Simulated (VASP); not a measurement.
# Mg in VASP: further runs, part 2 of 2

VASP 6.6.1.

## 3. Single point, PBE

File INCAR:

```
ALGO     = Normal         # electronic algorithm
DIPOL    = 0.5 0.5 0.500
EDIFF    = 1E-6           # SCF threshold, eV
ENCUT    = 520            # plane-wave cutoff, eV
GGA      = PE             # functional
IDIPOL   = 3            
ISIF     = 2              # what is computed and relaxed
ISMEAR   = -1             # smearing method
LASPH    = T              # aspherical terms in the spheres
LCHARG   = F              # write CHGCAR
LDIPOL   = T            
LREAL    = F              # projectors in reciprocal space
LWAVE    = F              # write WAVECAR
NBANDS   = 12             # bands
NELM     = 100            # most SCF steps
PREC     = Accurate       # precision mode
SIGMA    = 0.1            # smearing width, eV
```

File KPOINTS:

```
k-points
0
Gamma
  14 14 1
```

File POSCAR:

```
Mg
1.0
    3.1001296510      0.0000000000      0.0000000000
   -1.0333765503      2.9228302650      0.0000000000
    0.0000000000      0.0000000000     20.6742000000
Mg
4
Direct
    0.2500000000      0.2500000000      0.3144004831
    0.7500000000      0.7500000000      0.4383706661
    0.2500000000      0.2500000000      0.5616293307
    0.7500000000      0.7500000000      0.6855995169
```

Potentials or basis: VASP PAW PBE potentials, release 64 (Mg).

Run with:

```bash
$ cat potpaw_PBE.64/Mg/POTCAR > POTCAR
$ mpirun -np 1 vasp_std > vasp.out
```

OUTCAR:

```text
EDIFF = 1E-6
   ENCUT = 520
   GGA = PE
   ISIF = 2
   ISMEAR = -1
   LASPH = T
   LREAL = F
   NELM = 100
   PREC = Accurate

 ion  position               nearest neighbor table
   1  0.250  0.250  0.314-   2 3.13   2 3.13   2 3.60   2 3.60
   2  0.750  0.750  0.438-   3 3.11   3 3.11   1 3.13   1 3.13   3 3.59   3 3.59   1 3.60   1 3.60

   3  0.250  0.250  0.562-   2 3.11   2 3.11   4 3.13   4 3.13   2 3.59   2 3.59   4 3.60   4 3.60

   4  0.750  0.750  0.686-   3 3.13   3 3.13   3 3.60   3 3.60

  LATTYP: Found a base centered orthorhombic cell.
 ALAT       =     3.5797213770
 B/A-ratio  =     1.4142135624
 C/A-ratio  =     5.7753656842

  Lattice vectors:

 A1 = (   3.1001296510,   0.0000000000,   0.0000000000)
 A2 = (  -1.0333765503,   2.9228302650,   0.0000000000)
 A3 = (   0.0000000000,   0.0000000000,  20.6742000000)

Analysis of symmetry for initial positions (statically):
=====================================================================
 Subroutine PRICEL returns:
 Original cell was already a primitive cell.

 Routine SETGRP: Setting up the symmetry group for a
 base centered orthorhombic supercell.

[... 528 lines left out ...]
      2      -4.0791      2.00000
      3      -2.7742      2.00000
      4      -1.0142      1.98203
      5       0.6867      0.00001
      6       0.7391      0.00001
      7       1.4950      0.00000
      8       2.7356      0.00000
      9       2.9199      0.00000
     10       4.2953      0.00000
     11       4.2997      0.00000
     12       4.4789      0.00000

 [... further k-points ...]

------------------------ aborting loop because EDIFF is reached ----------------------------------------

 vacuum level on the upper side and lower side of the slab       (xc-potential included)        -0.362        -0.362

  FORCE on cell =-STRESS in cart. coord.  units (eV):
  Direction    XX          YY          ZZ          XY          YZ          ZX
  --------------------------------------------------------------------------------------
  -------------------------------------------------------------------------------------
  Total       -0.9066930     -1.2704760     -0.0490238     -0.5144669      0.0000000      0.0000000
  in kB       -7.7545869    -10.8658793     -0.4192812     -4.4000320      0.0000000      0.0000000
  external PRESSURE =      -6.3465825 kB  Pullay stress =       0.0000000 kB

 VOLUME and BASIS-vectors are now :
 -----------------------------------------------------------------------------
  energy-cutoff  :      520.00
  volume of cell :      187.33
      direct lattice vectors                 reciprocal lattice vectors
     3.100129651  0.000000000  0.000000000     0.322567154  0.114044711  0.000000000
    -1.033376550  2.922830265  0.000000000     0.000000000  0.342134133  0.000000000
     0.000000000  0.000000000 20.674200000     0.000000000  0.000000000  0.048369465

 POSITION                                       TOTAL-FORCE (eV/Angst)
 -----------------------------------------------------------------------------------
      0.51669      0.73071      6.49998        -0.000000     -0.000000      0.006429
      1.55006      2.19212      9.06296         0.000000      0.000000     -0.000476
      0.51669      0.73071     11.61124        -0.000000      0.000000      0.000476
      1.55006      2.19212     14.17422        -0.000000     -0.000000     -0.006429
 -----------------------------------------------------------------------------------
    total drift:                               -0.000000     -0.000000      0.000002

  FREE ENERGIE OF THE ION-ELECTRON SYSTEM (eV)
  ---------------------------------------------------
  free  energy   TOTEN  =        -5.2807708130 eV

  energy  without entropy=       -5.2281327415  energy(sigma->0) =       -5.25445178

 vacuum level on the upper side and lower side of the slab         2.876         2.876
```

OSZICAR:

```text
N       E                     dE             d eps       ncg     rms          rms(c)
DAV:   1     0.841085110845E+01    0.84109E+01   -0.21932E+03  1368   0.426E+02
DAV:   2    -0.499217008377E+01   -0.13403E+02   -0.12881E+02  1928   0.548E+01
DAV:   3    -0.545084398538E+01   -0.45867E+00   -0.44941E+00  1844   0.875E+00
DAV:   4    -0.545867004654E+01   -0.78261E-02   -0.78238E-02  1724   0.140E+00
DAV:   5    -0.545900989857E+01   -0.33985E-03   -0.33985E-03  1852   0.291E-01    0.157E+00
DAV:   6    -0.530759885799E+01    0.15141E+00   -0.99774E-01  1476   0.198E+00    0.925E-01
DAV:   7    -0.528889774082E+01    0.18701E-01   -0.65339E-02  1676   0.791E-01    0.558E-01
DAV:   8    -0.528102296631E+01    0.78748E-02   -0.27518E-02  1644   0.617E-01    0.958E-02
DAV:   9    -0.528076011998E+01    0.26285E-03   -0.28752E-03  1548   0.200E-01    0.276E-02
DAV:  10    -0.528076436829E+01   -0.42483E-05   -0.11537E-04  1696   0.526E-02    0.155E-02
DAV:  11    -0.528072378362E+01    0.40585E-04   -0.81615E-05  1596   0.264E-02    0.587E-03
DAV:  12    -0.528070731972E+01    0.16464E-04   -0.21925E-05  1448   0.157E-02    0.364E-03
DAV:  13    -0.528070594818E+01    0.13715E-05   -0.19153E-05  1404   0.136E-02    0.225E-03
DAV:  14    -0.528075301029E+01   -0.47062E-04   -0.49588E-06  1436   0.107E-02    0.120E-03
DAV:  15    -0.528076379980E+01   -0.10790E-04   -0.16679E-06  1452   0.688E-03    0.706E-04
DAV:  16    -0.528077075576E+01   -0.69560E-05   -0.69741E-07  1348   0.344E-03    0.146E-04
DAV:  17    -0.528077081299E+01   -0.57230E-07   -0.32402E-08  1256   0.944E-04
   1 F= -.52807708E+01 E0= -.52544518E+01  d E =-.526381E-01
```

stdout:

```text
POSCAR found type information on POSCAR Mg
 POSCAR found :  1 types and       4 ions
 scaLAPACK will be used
 LDA part: xc-table for (Slater+PW92), standard interpolation
 POSCAR, INCAR and KPOINTS ok, starting setup
 FFT: planning ... GRIDC
 FFT: planning ... GRID_SOFT
 FFT: planning ... GRID
 WAVECAR not read
 entering main loop
```

Wall time 56 s (1 thread of Intel Xeon 6975P-C (Granite Rapids), shared host); peak memory 0.34 GiB.

What came out:

| Property | Result |
| --- | --- |
| Free energy | -5.2808 eV |
| Largest force | 0.006 eV/Å |
| Band gap on the k mesh | zero (bands 4 and 5 overlap by 1.98 eV) |

Forces on the atoms (eV/Å):
```
Mg   0.000  0.000  0.006
Mg   0.000  0.000  0.000
Mg   0.000  0.000  0.000
Mg   0.000  0.000 -0.006
```

## 4. Single point, PBE

This run uses another cell than the first one.

File INCAR:

```
  PREC = Accurate
  ENCUT = 520
  EDIFF = 1E-7
  ISMEAR = -1
  SIGMA = 0.1
  LREAL = False
  LASPH = True
  NELM = 80
  ALGO = Normal
  ISIF = 2
  LWAVE = False
  LCHARG = False
  LDIPOL = True
  IDIPOL = 3
  DIPOL = 0.5 0.5 0.500
  GGA = PE
  NBANDS = 12
```

File KPOINTS:

```
Automatic mesh
0
Gamma
  14 14 1
```

File POSCAR:

```
Mg
1.0
    3.1001296510      0.0000000000      0.0000000000
   -1.0333765503      2.9228302650      0.0000000000
    0.0000000000      0.0000000000     23.5937000000
Mg
4
Direct
    0.2500000000      0.2500000000      0.3373666903
    0.7500000000      0.7500000000      0.4459967211
    0.2500000000      0.2500000000      0.5540032772
    0.7500000000      0.7500000000      0.6626333107
```

Potentials or basis: VASP PAW PBE potentials, release 64 (Mg).

Run with:

```bash
$ cat potpaw_PBE.64/Mg/POTCAR > POTCAR
$ mpirun -np 1 vasp_std > vasp.out
```

OUTCAR:

```text
PREC = Accurate
   ENCUT = 520
   EDIFF = 1E-7
   ISMEAR = -1
   LREAL = False
   LASPH = True
   NELM = 80
   ISIF = 2
   GGA = PE

 ion  position               nearest neighbor table
   1  0.250  0.250  0.337-   2 3.13   2 3.13   2 3.60   2 3.60
   2  0.750  0.750  0.446-   3 3.11   3 3.11   1 3.13   1 3.13   3 3.59   3 3.59   1 3.60   1 3.60

   3  0.250  0.250  0.554-   2 3.11   2 3.11   4 3.13   4 3.13   2 3.59   2 3.59   4 3.60   4 3.60

   4  0.750  0.750  0.663-   3 3.13   3 3.13   3 3.60   3 3.60

  LATTYP: Found a base centered orthorhombic cell.
 ALAT       =     3.5797213770
 B/A-ratio  =     1.4142135624
 C/A-ratio  =     6.5909319511

  Lattice vectors:

 A1 = (   3.1001296510,   0.0000000000,   0.0000000000)
 A2 = (  -1.0333765503,   2.9228302650,   0.0000000000)
 A3 = (   0.0000000000,   0.0000000000,  23.5937000000)

Analysis of symmetry for initial positions (statically):
=====================================================================
 Subroutine PRICEL returns:
 Original cell was already a primitive cell.

 Routine SETGRP: Setting up the symmetry group for a
 base centered orthorhombic supercell.

 Subroutine GETGRP returns: Found  8 space group operations
[... 529 lines left out ...]
      2      -4.4779      2.00000
      3      -3.1730      2.00000
      4      -1.4131      1.98204
      5       0.2880      0.00001
      6       0.3402      0.00001
      7       1.0962      0.00000
      8       2.3364      0.00000
      9       2.5189      0.00000
     10       3.8915      0.00000
     11       3.9240      0.00000
     12       4.0804      0.00000

 [... further k-points ...]

------------------------ aborting loop because EDIFF is reached ----------------------------------------

 vacuum level on the upper side and lower side of the slab       (xc-potential included)        -0.100        -0.100

  FORCE on cell =-STRESS in cart. coord.  units (eV):
  Direction    XX          YY          ZZ          XY          YZ          ZX
  --------------------------------------------------------------------------------------
  -------------------------------------------------------------------------------------
  Total       -0.9067489     -1.2704945     -0.0484328     -0.5144140      0.0000000      0.0000000
  in kB       -6.7954483     -9.5214670     -0.3629702     -3.8551727      0.0000000      0.0000000
  external PRESSURE =      -5.5599618 kB  Pullay stress =       0.0000000 kB

 VOLUME and BASIS-vectors are now :
 -----------------------------------------------------------------------------
  energy-cutoff  :      520.00
  volume of cell :      213.79
      direct lattice vectors                 reciprocal lattice vectors
     3.100129651  0.000000000  0.000000000     0.322567154  0.114044711  0.000000000
    -1.033376550  2.922830265  0.000000000     0.000000000  0.342134133  0.000000000
     0.000000000  0.000000000 23.593700000     0.000000000  0.000000000  0.042384196

 POSITION                                       TOTAL-FORCE (eV/Angst)
 -----------------------------------------------------------------------------------
      0.51669      0.73071      7.95973         0.000000      0.000000      0.006338
      1.55006      2.19212     10.52271         0.000000     -0.000000     -0.000601
      0.51669      0.73071     13.07099         0.000000      0.000000      0.000601
      1.55006      2.19212     15.63397        -0.000000      0.000000     -0.006338
 -----------------------------------------------------------------------------------
    total drift:                               -0.000000     -0.000000      0.000001

  FREE ENERGIE OF THE ION-ELECTRON SYSTEM (eV)
  ---------------------------------------------------
  free  energy   TOTEN  =        -5.2807266013 eV

  energy  without entropy=       -5.2280873876  energy(sigma->0) =       -5.25440699

 vacuum level on the upper side and lower side of the slab         2.736         2.736
```

OSZICAR:

```text
N       E                     dE             d eps       ncg     rms          rms(c)
DAV:   1     0.989403406933E+01    0.98940E+01   -0.22631E+03  1368   0.435E+02
DAV:   2    -0.487879555215E+01   -0.14773E+02   -0.14026E+02  1904   0.550E+01
DAV:   3    -0.544819250508E+01   -0.56940E+00   -0.55913E+00  1836   0.948E+00
[... 12 lines left out ...]
DAV:  16    -0.528072169371E+01   -0.52580E-05   -0.49702E-07  1492   0.166E-03    0.236E-04
DAV:  17    -0.528072475518E+01   -0.30615E-05   -0.38010E-08  1428   0.578E-04    0.112E-04
DAV:  18    -0.528072635269E+01   -0.15975E-05   -0.32376E-08  1396   0.410E-04    0.462E-05
DAV:  19    -0.528072659271E+01   -0.24002E-06   -0.11406E-08  1284   0.195E-04    0.931E-06
DAV:  20    -0.528072660126E+01   -0.85520E-08   -0.35588E-10  1208   0.543E-05
   1 F= -.52807266E+01 E0= -.52544070E+01  d E =-.526392E-01
```

stdout:

```text
POSCAR found type information on POSCAR Mg
 POSCAR found :  1 types and       4 ions
 scaLAPACK will be used
 LDA part: xc-table for (Slater+PW92), standard interpolation
 POSCAR, INCAR and KPOINTS ok, starting setup
 FFT: planning ... GRIDC
 FFT: planning ... GRID_SOFT
 FFT: planning ... GRID
 WAVECAR not read
 entering main loop
```

It took 77 s on 1 thread of Intel Xeon 6975P-C (Granite Rapids), shared host; peak memory 0.36 GiB.

Results:

```
Free energy            : -5.2807 eV
Largest force          : 0.006 eV/Å
Band gap on the k mesh : zero (bands 4 and 5 overlap by 1.98 eV)
```

Forces in eV/Å, atoms in the order of the input:
```
Mg   0.000  0.000  0.006
Mg   0.000  0.000 -0.001
Mg   0.000  0.000  0.001
Mg   0.000  0.000 -0.006
```
